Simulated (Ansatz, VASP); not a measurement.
# Two plane-wave programs on C

```
CELL_PARAMETERS angstrom
4.93383 0.00000 0.00000
-2.46691 4.27282 0.00000
0.00000 0.00000 23.90710
ATOMIC_POSITIONS crystal
C 0.16288 0.83144 0.31387
C 0.66856 0.33712 0.31387
C 0.66856 0.83144 0.31387
C 0.34197 0.15803 0.31387
C 0.34197 0.68394 0.31387
C 0.81606 0.15803 0.31387
C 0.83333 0.66667 0.31387
```

Alike in both runs: functional PBE; k mesh 6 × 6 × 1; occupations gaussian, width 0.1 eV; no spin polarisation.

Ansatz relaxed the structure, and its values are those at the end. VASP's run is a single point on that final structure, the one shown.

```csv
,VASP,Ansatz
version,VASP 6.6.1,Ansatz 0.2.0
potentials or method,"VASP PAW PBE potentials, release 64 (C), cutoff 520 eV","scalar-relativistic, plane waves, PAW"
valence electrons in the cell,28,28
```

|  | VASP | Ansatz | Ansatz less VASP |
| --- | --- | --- | --- |
| gap on the k mesh at the Fermi level (eV) | none | none | - |
| rms of the force components (eV/Å) | 0.013 | 0.013 | +0.0001 |

A gap of «none» marks a metal or a gap that the smearing closes. Ansatz's warnings: slab cell height set.
